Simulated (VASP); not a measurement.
Runs of VASP 6.6.1 on BAs. The structure is that of space group I-4m2 (No. 119), or close to it. The cells are those of the table. 

```tsv
cell	gap on the mesh (eV)	pressure (GPa)
a = 3.440, b = 3.440, c = 3.272 Å, angles 61.6, 61.6, 56.8°, 2 atoms	0.36	0.0
a = 3.291, b = 3.291, c = 3.670 Å, angles 56.1, 56.1, 67.8°, 2 atoms	none	-1.8
a = 3.289, b = 3.289, c = 3.899 Å, angles 53.6, 53.6, 72.7°, 2 atoms	none	-5.9
a = 3.762, b = 3.762, c = 2.951 Å, angles 66.9, 66.9, 46.2°, 2 atoms	none	(b)
a = 3.284, b = 3.284, c = 3.792 Å, angles 54.7, 54.7, 70.5°, 2 atoms	none	(c)
a = 3.511, b = 3.511, c = 3.179 Å, angles 63.1, 63.1, 53.8°, 2 atoms	none	0.1
a = 3.337, b = 3.337, c = 3.473 Å, angles 58.6, 58.6, 62.7°, 2 atoms	none	-0.1
a = 3.589, b = 3.589, c = 3.095 Å, angles 64.5, 64.5, 51.1°, 2 atoms	none	(a)
```

Alike in all rows: task single point; level PBEsol; potentials or basis VASP PAW PBE potentials, release 64 (B, As); no spin polarisation; k mesh 12 × 12 × 12; cutoff (eV) 520; smearing gaussian 0.05 eV.

Problem. Estimate the missing entries.

Solution. (a) 0.5; (b) 0.7; (c) -3.8.

Caveats: the PAW data sets were made with another functional, which shifts forces and pressure a little; the cell stands under tension (at least some runs); semilocal functionals underestimate gaps, so a narrow gap can read as zero (at least some runs).

A k mesh can miss the band edges, and the runs leave out spin-orbit coupling on As.

A gap of «none» marks levels without a gap at the run's occupations.
